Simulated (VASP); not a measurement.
# Zn in VASP: further runs

Runs on Zn. Level: PBE. Tasks: electric field gradients.

Everything below comes from runs of VASP 6.6.1. Logs are shortened: lines on timing, memory, paths and dates and some standing lists are left out, and cuts for length are marked.

### 1 The cell of the first run

It takes space group P2_1/m (No. 11, monoclinic). Conventional cell: a = 2.619 Å, b = 4.947 Å, c = 2.665 Å, α = 90.00°, β = 118.27°, γ = 90.00°. Zn (site symmetry m) has 12 Zn at 2.62 to 2.93 Å within 3.5 Å.

### 2 Electric field gradients, PBE (xy shear strain of +4 %)

INCAR reads:

```
SYSTEM = Zn
PREC     = Accurate       ! precision mode
ENCUT    = 520            ! plane-wave cutoff, eV
EDIFF    = 1E-8           ! SCF threshold, eV
ISMEAR   = -1             ! smearing method
SIGMA    = 0.03           ! smearing width, eV
LREAL    = .FALSE.        ! projectors in reciprocal space
LASPH    = .TRUE.         ! aspherical terms in the spheres
NELM     = 100            ! most SCF steps
ALGO     = Normal         ! electronic algorithm
ISIF     = 2              ! what is computed and relaxed
LWAVE    = .FALSE.        ! write WAVECAR
LCHARG   = .FALSE.        ! write CHGCAR
GGA      = PE             ! functional
LEFG     = .TRUE.       
NBANDS   = 19             ! bands
```

KPOINTS reads:

```
Automatic mesh
0
G
  16 16 8
  0 0 0
```

POSCAR reads:

```
Zn
1.0
    2.6647980532      0.0532959611      0.0000000000
   -1.2862433704      2.2811348295      0.0000000000
    0.0000000000      0.0000000000      4.9467000000
Zn
2
Direct
    0.3333333333      0.6666666667      0.2500000000
    0.6666666667      0.3333333333      0.7500000000
```

Potentials or basis: VASP PAW PBE potentials, release 64 (Zn).

The run is started by

```
cat potpaw_PBE.64/Zn/POTCAR > POTCAR
mpirun -np 1 vasp_std > vasp.out
```

OUTCAR:

```text
SYSTEM = Zn
   PREC = Accurate
   ENCUT = 520
   EDIFF = 1E-8
   ISMEAR = -1
   LREAL = .FALSE.
   LASPH = .TRUE.
   NELM = 100
   ISIF = 2
   GGA = PE

 ion  position               nearest neighbor table
   1  0.333  0.667  0.250-   2 2.90   2 2.90   2 2.91   2 2.91   2 2.93   2 2.93
   2  0.667  0.333  0.750-   1 2.90   1 2.90   1 2.91   1 2.91   1 2.93   1 2.93

  Warning from LATTYP: Monoclinic adjustment (A1->A3, A2->A1, A3->A2)!
  LATTYP: Found a simple monoclinic cell.
 ALAT       =     2.6187779819
 B/A-ratio  =     1.8889344703
 C/A-ratio  =     1.0177766034
 COS(beta)  =    -0.4736455830

  Lattice vectors:

 A1 = (  -1.2862433704,   2.2811348295,   0.0000000000)
 A2 = (   0.0000000000,   0.0000000000,   4.9467000000)
 A3 = (   2.6647980532,   0.0532959611,   0.0000000000)

Analysis of symmetry for initial positions (statically):
=====================================================================
 Subroutine PRICEL returns:
 Original cell was already a primitive cell.

 Routine SETGRP: Setting up the symmetry group for a
 simple monoclinic supercell.

 Subroutine GETGRP returns: Found  4 space group operations
 (whereof  2 operations were pure point group operations)
 out of a pool of  4 trial point group operations.

The static configuration has the point symmetry S_2 .
 The point group associated with its full space group is C_2h.

Analysis of symmetry for dynamics (positions and initial velocities):
=====================================================================
 Subroutine PRICEL returns:
 Original cell was already a primitive cell.

 Routine SETGRP: Setting up the symmetry group for a
 simple monoclinic supercell.

 Subroutine GETGRP returns: Found  4 space group operations
 (whereof  2 operations were pure point group operations)
 out of a pool of  4 trial point group operations.

The dynamic configuration has the point symmetry S_2 .
 The point group associated with its full space group is C_2h.

 Subroutine INISYM returns: Found  4 space group operations
 (whereof  2 operations are pure point group operations),
 and found     1 'primitive' translations

----------------------------------------------------------------------------------------

                                     Primitive cell

  volume of cell :      30.4089

  direct lattice vectors                    reciprocal lattice vectors
     2.664798053  0.053295961  0.000000000     0.371078226  0.209236605  0.000000000
    -1.286243370  2.281134830  0.000000000    -0.008669795  0.433489736  0.000000000
     0.000000000  0.000000000  4.946700000     0.000000000  0.000000000  0.202154972

  length of vectors
     2.665330960  2.618777982  4.946700000     0.426003529  0.433576425  0.202154972

  position of ions in fractional coordinates (direct lattice)
     0.333333333  0.666666667  0.250000000
     0.666666667  0.333333333  0.750000000

  ion indices of the primitive-cell ions
   primitive index   ion index
                 1           1
                 2           2

----------------------------------------------------------------------------------------

 KPOINTS: Automatic mesh

Automatic generation of k-mesh.
 Grid dimensions read from file:
 generate k-points for:   16   16    8

 Generating k-lattice:

  Cartesian coordinates                     Fractional coordinates (reciprocal lattice)
     0.023192389  0.013077288  0.000000000     0.062500000 -0.000000000  0.000000000
    -0.000541862  0.027093108  0.000000000    -0.000000000  0.062500000  0.000000000
     0.000000000  0.000000000  0.025269372     0.000000000  0.000000000  0.125000000

  Length of vectors
     0.026625221  0.027098527  0.025269372

  Shift w.r.t. Gamma in fractional coordinates (k-lattice)
     0.000000000  0.000000000  0.000000000

 Subroutine IBZKPT returns following result:
 ===========================================

 Found    650 irreducible k-points:

 Following reciprocal coordinates:
            Coordinates               Weight
  0.000000  0.000000  0.000000      1.000000
  0.062500  0.000000  0.000000      2.000000
  0.125000  0.000000  0.000000      2.000000
  0.187500  0.000000  0.000000      2.000000
  0.250000  0.000000  0.000000      2.000000
  0.312500  0.000000  0.000000      2.000000
[... 16 lines left out ...]
 -0.187500  0.062500  0.000000      2.000000
 -0.125000  0.062500  0.000000      2.000000
 [... further k-points ...]
   k-points           NKPTS =    650   k-points in BZ     NKDIM =    650   number of bands    NBANDS=     19
   number of dos      NEDOS =    301   number of ions     NIONS =      2
   total plane-waves  NPLWV =  16000
   dimension x,y,z NGX =    20 NGY =   20 NGZ =   40
   dimension x,y,z NGXF=    40 NGYF=   40 NGZF=   80
   ions per type =               2
   NGX,Y,Z   is equivalent  to a cutoff of  12.47, 12.70, 13.44 a.u.
   NGXF,Y,Z  is equivalent  to a cutoff of  24.95, 25.39, 26.89 a.u.
 SYSTEM =  Zn
   PREC   = accura    normal or accurate (medium, high low for compatibility)
   ISTART =      0    job   : 0-new  1-cont  2-samecut
   ICHARG =      2    charge: 1-file 2-atom 10-const
   ISPIN  =      1    spin polarized calculation?
   LNONCOLLINEAR =      F non collinear calculations
   LSORBIT =      F    spin-orbit coupling
   LASPH  =      T    aspherical Exc in radial PAW
   ENCUT  =  520.0 eV  38.22 Ry    6.18 a.u.   4.96  4.87  9.20*2*pi/ulx,y,z
   NELM   =    100;   NELMIN=  2; NELMDL= -5     # of ELM steps
   EDIFF  = 0.1E-07   stopping-criterion for ELM
   LREAL  =      F    real-space projection
   EDIFFG = 0.1E-06   stopping-criterion for IOM
   NSW    =      0    number of steps for IOM
   IBRION =     -1    ionic relax: 0-MD 1-quasi-New 2-CG
   NFREE  =      0    steps in history (QN), initial steepest desc. (CG)
   ISIF   =      2    stress and relaxation
   ISYM   =      2    0-nonsym 1-usesym 2-fastsym
   POTIM  = 0.5000    time-step for ionic-motion
   TEBEG  =    0.0;   TEEND  =   0.0 temperature during run
   PSTRESS=    0.0 pullay stress
   NELECT =      24.0000    total number of electrons
   NUPDOWN=      -1.0000    fix difference up-down
   EMIN   =  10.00;   EMAX   =-10.00  energy-range for DOS
   EFERMI =   0.00;   METHOD = LEGACY
   ISMEAR =    -1;   SIGMA  =   0.03  broadening in eV -4-tet -1-fermi 0-gaus
   EFERMI_NEDOS =   21; number of points for ismear=-14 and -15
   IALGO  =     38    algorithm
   IMIX   =      4    mixing-type and parameters
     AMIX     =   0.40;   BMIX     =  1.00
     AMIX_MAG =   1.60;   BMIX_MAG =  1.00
  volume/ion in A,a.u.               =      15.20       102.60
  Fermi-wavevector in a.u.,A,eV,Ry     =   1.512905  2.858975 31.142110  2.288880
  Thomas-Fermi vector in A             =   2.622767
   LORBIT       =      0    0 simple, 1 ext, 2 COOP (PROOUT), +10 PAW based schemes
   GGA     = PE    functional components
[... 5 lines left out ...]
 non-spin polarized calculation
  energy-cutoff  :      520.00
  volume of cell :       30.41
 maximum number of plane-waves:       840
   NGX =  9   NGY =  9   NGZ = 19

 number of electron      24.0000011 magnetization

 Free energy of the ion-electron system (eV)
  ---------------------------------------------------
  ext. energy  EPLUGINS =         0.00000000
  ---------------------------------------------------
  free energy    TOTEN  =        -2.21399552 eV

  energy without entropy =       -2.21313423  energy(sigma->0) =       -2.21356488

 E-fermi :   3.1198     XC(G=0): -11.5531

 val. band max:        3.1006670818   @ k =   0.3750   0.3750   0.3750
 cond. band min:       3.1428837376   @ k =   0.3125   0.3125   0.5000
 fundamental gap:      0.0422166558
 Fermi energy:         3.1198182798

 k-point     1 :       0.0000    0.0000    0.0000
  band No.  band energies     occupation
      1      -7.2901      2.00000
      2      -5.4976      2.00000
      3      -4.8036      2.00000
      4      -4.6552      2.00000
      5      -4.6000      2.00000
      6      -4.4861      2.00000
[... 11 lines left out ...]
     18      21.4884      0.00000
     19      22.5577      0.00000

 k-point     2 :       0.0625    0.0000    0.0000
  band No.  band energies     occupation
      1      -7.1787      2.00000
      2      -5.4508      2.00000
      3      -4.7960      2.00000
      4      -4.6588      2.00000
      5      -4.6047      2.00000
      6      -4.4644      2.00000
[... 476 lines left out ...]
 k-point    24 :      -0.1250    0.0625    0.0000
  band No.  band energies     occupation
      1      -6.9447      2.00000
      2      -5.3553      2.00000
      3      -4.7762      2.00000
      4      -4.6357      2.00000
      5      -4.5835      2.00000
      6      -4.4535      2.00000
[... 11 lines left out ...]
     18      21.7141      0.00000
     19      22.0346      0.00000

 [... further k-points ...]

------------------------ aborting loop because EDIFF is reached ----------------------------------------

  FORCE on cell =-STRESS in cart. coord.  units (eV):
  Direction    XX          YY          ZZ          XY          YZ          ZX
  --------------------------------------------------------------------------------------
  -------------------------------------------------------------------------------------
  Total        0.0995750      0.0581589     -0.0755021     -0.5678660      0.0000000      0.0000000
  in kB        5.2463800      3.0642597     -3.9780367    -29.9195741      0.0000000      0.0000000
  external PRESSURE =       1.4442010 kB  Pullay stress =       0.0000000 kB

 VOLUME and BASIS-vectors are now :
 -----------------------------------------------------------------------------
  energy-cutoff  :      520.00
  volume of cell :       30.41
      direct lattice vectors                 reciprocal lattice vectors
     2.664798053  0.053295961  0.000000000     0.371078226  0.209236605  0.000000000
    -1.286243370  2.281134830  0.000000000    -0.008669795  0.433489736  0.000000000
     0.000000000  0.000000000  4.946700000     0.000000000  0.000000000  0.202154972

 POSITION                                       TOTAL-FORCE (eV/Angst)
 -----------------------------------------------------------------------------------
      0.03077      1.53852      1.23667         0.013112      0.006036      0.000000
      1.34778      0.79591      3.71002        -0.013112     -0.006036     -0.000000
 -----------------------------------------------------------------------------------
    total drift:                                0.000000     -0.000000      0.000000

  FREE ENERGIE OF THE ION-ELECTRON SYSTEM (eV)
  ---------------------------------------------------
  free  energy   TOTEN  =        -2.2139955222 eV

  energy  without entropy=       -2.2131342317  energy(sigma->0) =       -2.21356488

 Electric field gradients (V/A^2)
---------------------------------------------------------------------
 ion       V_xx      V_yy      V_zz      V_xy      V_xz      V_yz
---------------------------------------------------------------------
   1     -18.743   -19.599    38.342    10.316     0.000    -0.000
   2     -18.743   -19.599    38.342    10.316     0.000    -0.000
---------------------------------------------------------------------

 Electric field gradients after diagonalization (V/A^2)
 (convention: |V_zz| > |V_xx| > |V_yy|)
----------------------------------------------------------------------
 ion       V_xx      V_yy      V_zz     asymmetry (V_yy - V_xx)/ V_zz
----------------------------------------------------------------------
   1     -29.496    -8.846    38.342       0.539
   2     -29.496    -8.846    38.342       0.539
----------------------------------------------------------------------

           NMR quadrupolar parameters

 Cq : quadrupolar parameter    Cq=e*Q*V_zz/h
 eta: asymmetry parameters     (V_yy - V_xx)/ V_zz
 Q  : nuclear electric quadrupole moment in mb (millibarn)
----------------------------------------------------------------------
 ion       Cq(MHz)       eta       Q (mb)
----------------------------------------------------------------------
   1       0.093       0.539       1.000
   2       0.093       0.539       1.000
----------------------------------------------------------------------
```

Run time: 3.7 min. Hardware: 1 thread of Intel Xeon Platinum 8259CL at 2.50GHz (Skylake/Cascade Lake), shared host; peak memory 0.39 GiB.

What came out:

| Property | Result |
| --- | --- |
| Free energy | -2.2140 eV |
| Pressure | 0.1 GPa |
| Largest force | 0.014 eV/Å |
| Band gap on the k mesh | zero (band 12 reaches 4.48 eV, above the bottom of band 13 at 0.07 eV) |

Forces on the atoms (eV/Å):
```
Zn   0.013  0.006  0.000
Zn  -0.013 -0.006  0.000
```

Levels at points of the mesh, in eV from the Fermi level:
```tsv
k point	band 9	band 10	band 11	band 12	band 13	band 14	band 15	band 16
(0.00, 0.00, 0.00)	-7.30	-7.12	-7.09	-3.64	-3.05	13.61	16.71	17.27
(0.50, 0.00, 0.00)	-6.94	-6.92	-3.03	-2.43	2.39	3.26	3.77	5.48
(0.00, 0.50, 0.00)	-6.93	-6.91	-2.84	-2.17	2.62	3.54	4.09	5.70
(0.50, 0.50, 0.00)	-6.91	-6.89	-2.65	-1.90	2.86	3.83	4.41	5.92
(0.00, 0.00, 0.50)	-7.21	-7.21	-7.17	-7.17	4.58	4.58	17.95	17.95
(0.50, 0.00, 0.50)	-6.93	-6.93	-2.05	-2.05	-0.20	-0.20	9.89	9.89
(0.00, 0.50, 0.50)	-6.92	-6.92	-1.87	-1.87	0.12	0.12	10.13	10.13
(0.50, 0.50, 0.50)	-6.90	-6.90	-1.68	-1.68	0.44	0.44	10.37	10.37
```

Electric field gradients, principal values (V/Å²):
| atom | least | middle | greatest (by size) |
| --- | --- | --- | --- |
| 1 Zn | -8.846 | -29.496 | 38.342 |
| 2 Zn | -8.846 | -29.496 | 38.342 |

Caveat: the cell differs from its parent crystal (xy shear strain of +4 %); without QUAD_EFG the Cq values of the log hold for a quadrupole moment of 1 mb, not for the nuclei.

### 3 Electric field gradients, PBE (x and y stretched by +1 %, z held)

INCAR reads:

```
SYSTEM = Zn
ALGO = Normal
EDIFF = 1E-8
ENCUT = 520
GGA = PE
ISIF = 2
ISMEAR = -1
LASPH = .TRUE.
LCHARG = .FALSE.
LEFG = .TRUE.
LREAL = .FALSE.
LWAVE = .FALSE.
NBANDS = 19
NELM = 60
PREC = Accurate
SIGMA = 0.03
```

KPOINTS reads:

```
k-points
0
G
  16 16 8
  0 0 0
```

POSCAR reads:

```
Zn
1.0
    2.6914460337      0.0000000000      0.0000000000
   -1.3457230169      2.3308606381      0.0000000000
    0.0000000000      0.0000000000      4.9467000000
Zn
2
Direct
    0.3333333333      0.6666666667      0.2500000000
    0.6666666667      0.3333333333      0.7500000000
```

Potentials or basis: VASP PAW PBE potentials, release 64 (Zn).

The run is started by

```
cat potpaw_PBE.64/Zn/POTCAR > POTCAR
mpirun -np 1 vasp_std > vasp.out
```

OUTCAR:

```text
SYSTEM = Zn
   EDIFF = 1E-8
   ENCUT = 520
   GGA = PE
   ISIF = 2
   ISMEAR = -1
   LASPH = .TRUE.
   LREAL = .FALSE.
   NELM = 60
   PREC = Accurate

 ion  position               nearest neighbor table
   1  0.333  0.667  0.250-   2 2.92   2 2.92   2 2.92   2 2.92   2 2.92   2 2.92
   2  0.667  0.333  0.750-   1 2.92   1 2.92   1 2.92   1 2.92   1 2.92   1 2.92

  LATTYP: Found a hexagonal cell.
 ALAT       =     2.6914460337
 C/A-ratio  =     1.8379339352

  Lattice vectors:

 A1 = (   2.6914460337,   0.0000000000,   0.0000000000)
 A2 = (  -1.3457230169,   2.3308606381,   0.0000000000)
[... 743 lines left out ...]
  free  energy   TOTEN  =        -2.2223225395 eV

  energy  without entropy=       -2.2218600561  energy(sigma->0) =       -2.22209130

 Electric field gradients (V/A^2)
---------------------------------------------------------------------
 ion       V_xx      V_yy      V_zz      V_xy      V_xz      V_yz
---------------------------------------------------------------------
   1     -16.198   -16.190    32.388     0.007     0.000    -0.000
   2     -16.198   -16.190    32.388     0.007    -0.000     0.000
---------------------------------------------------------------------

 Electric field gradients after diagonalization (V/A^2)
 (convention: |V_zz| > |V_xx| > |V_yy|)
----------------------------------------------------------------------
 ion       V_xx      V_yy      V_zz     asymmetry (V_yy - V_xx)/ V_zz
----------------------------------------------------------------------
   1     -16.203   -16.186    32.388       0.001
   2     -16.203   -16.186    32.388       0.001
----------------------------------------------------------------------

           NMR quadrupolar parameters

 Cq : quadrupolar parameter    Cq=e*Q*V_zz/h
 eta: asymmetry parameters     (V_yy - V_xx)/ V_zz
 Q  : nuclear electric quadrupole moment in mb (millibarn)
----------------------------------------------------------------------
 ion       Cq(MHz)       eta       Q (mb)
----------------------------------------------------------------------
   1       0.078       0.001       1.000
   2       0.078       0.001       1.000
----------------------------------------------------------------------
```

Wall time 60 s (1 thread of Intel Xeon Platinum 8259CL at 2.50GHz (Skylake/Cascade Lake), shared host); peak memory 0.19 GiB.

Results:

- Free energy: -2.2223 eV
- Pressure: -1.7 GPa
- Band gap on the k mesh: zero (band 12 reaches 4.29 eV, above the bottom of band 13 at 0.03 eV)

Levels at points of the mesh, in eV from the Fermi level:
| k point | band 10 | band 11 | band 12 | band 13 | band 14 | band 15 |
| --- | --- | --- | --- | --- | --- | --- |
| (0.00, 0.00, 0.00) | -7.13 | -7.13 | -3.55 | -3.00 | 13.71 | 16.90 |
| (0.50, 0.00, 0.00) | -6.94 | -2.87 | -2.27 | 2.58 | 3.46 | 3.96 |
| (0.00, 0.00, 0.50) | -7.21 | -7.21 | -7.21 | 4.65 | 4.65 | 18.18 |
| (0.50, 0.00, 0.50) | -6.95 | -1.88 | -1.88 | -0.02 | -0.02 | 10.07 |

Electric field gradients, principal values (V/Å²):
```csv
atom,least,middle,greatest (by size)
1 Zn,-16.186,-16.203,32.388
2 Zn,-16.186,-16.203,32.388
```

Caveat: the cell differs from its parent crystal (x and y stretched by +1 %, z held); without QUAD_EFG the Cq values of the log hold for a quadrupole moment of 1 mb, not for the nuclei.
